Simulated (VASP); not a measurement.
The system is Pr2F.

```xyz
3
Lattice="5.2029 0.0000 0.0000 -2.6014 4.5058 0.0000 0.0000 0.0000 3.3789" Properties=species:S:1:pos:R:3 pbc="T T T"
Pr    0.0000    3.0039    1.6895
Pr    2.6014    1.5019    1.6895
F     0.0000    0.0000    1.6895
```

The cell was generated, and may not be a known phase.

| Property | Result |
| --- | --- |
| Program | VASP 6.6.1 |
| Task | relaxation of cell and atoms |
| Functional | PBE |
| Potentials or basis | VASP PAW PBE potentials, release 64 (Pr_3, F), 4f in core |
| Cutoff | 600 eV |
| k mesh | 12 × 12 × 14 |
| Occupations | gaussian, width 0.1 eV |
| Spin | no spin polarisation |

At the start: pressure -0.6 GPa; volume 26.40 Å³/atom.

Problem. Where does the relaxation end?

Solution. Over 3 steps the energy falls by 2.9 meV/atom and the volume is 25.85 Å³/atom (-2.1 %); space group P6/mmm (No. 191, to 0.1 Å) before and after.

Step by step:
```tsv
step	energy change (eV)	largest force (eV/Å)	pressure (GPa)	volume (Å³)
1	0.0000	0.0000	-0.62	79.21
2	-0.0078	0.0000	-0.20	78.04
3	-0.0086	0.0000	0.00	77.55
```

Final structure:
```
Pr F
1.0
     5.13428    0.00000    0.00000
    -2.56714    4.44641    0.00000
     0.00000    0.00000    3.39689
Pr F
2 1
Direct
  0.33333 0.66667 0.50000
  0.66667 0.33333 0.50000
  0.00000 0.00000 0.50000
```

Caveat: the run has no spin polarisation, though such a crystal can be magnetic.
